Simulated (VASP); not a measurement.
A run of VASP 6.6.1 is set up as follows.

File INCAR:

```
SYSTEM = TiC
PREC     = Accurate       ! precision mode
ENCUT    = 600            ! plane-wave cutoff, eV
EDIFF    = 1E-6           ! SCF threshold, eV
ISMEAR   = -1             ! smearing method
SIGMA    = 0.05           ! smearing width, eV
LREAL    = .False.        ! projectors in reciprocal space
LASPH    = .True.         ! aspherical terms in the spheres
NELM     = 60             ! most SCF steps
ALGO     = Normal         ! electronic algorithm
ISIF     = 3              ! what is computed and relaxed
LWAVE    = .False.        ! write WAVECAR
LCHARG   = .False.        ! write CHGCAR
GGA      = B5             ! functional
ALDAX    = 1.0          
AGGAX    = 1.0          
AGGAC    = 1.0          
ALDAC    = 0.0          
IBRION   = 2              ! ionic algorithm
NSW      = 60             ! ionic steps
EDIFFG   = -0.01          ! ionic threshold
```

KPOINTS

```
Automatic mesh
0
Gamma
  11 11 11
  0 0 0
```

POSCAR

```
TiC
1.0
    0.0000000000      2.1657188437      2.1657188437
    2.1657188437      0.0000000000      2.1657188437
    2.1657188437      2.1657188437      0.0000000000
Ti C
1 1
Direct
    0.0000000000      0.0000000000      0.0000000000
    0.5000000000      0.5000000000      0.5000000000
```

Potentials or basis: VASP PAW PBE potentials, release 64 (Ti_sv, C).

Command:

```bash
$ cat potpaw_PBE.64/Ti_sv/POTCAR potpaw_PBE.64/C/POTCAR > POTCAR
$ mpirun -np 1 vasp_std > vasp.out
```

Problem. Predict the relaxed volume.

Solution. 10.53 Å³/atom.

Problem. Predict the space group after relaxing (to 0.05 Å).

Solution. Fm-3m (No. 225).

Problem. Predict the band gap on the k mesh.

Solution. Zero (band 8 reaches 10.09 eV, above the bottom of band 9 at 9.03 eV).

Final structure:
```xyz
2
Lattice="0.0000 2.1918 2.1918 2.1918 0.0000 2.1918 2.1918 2.1918 0.0000" Properties=species:S:1:pos:R:3 pbc="T T T"
Ti    0.0000    0.0000    0.0000
C     2.1918    2.1918    2.1918
```

Caveat: the PAW data sets were made with another functional, which shifts forces and pressure a little.
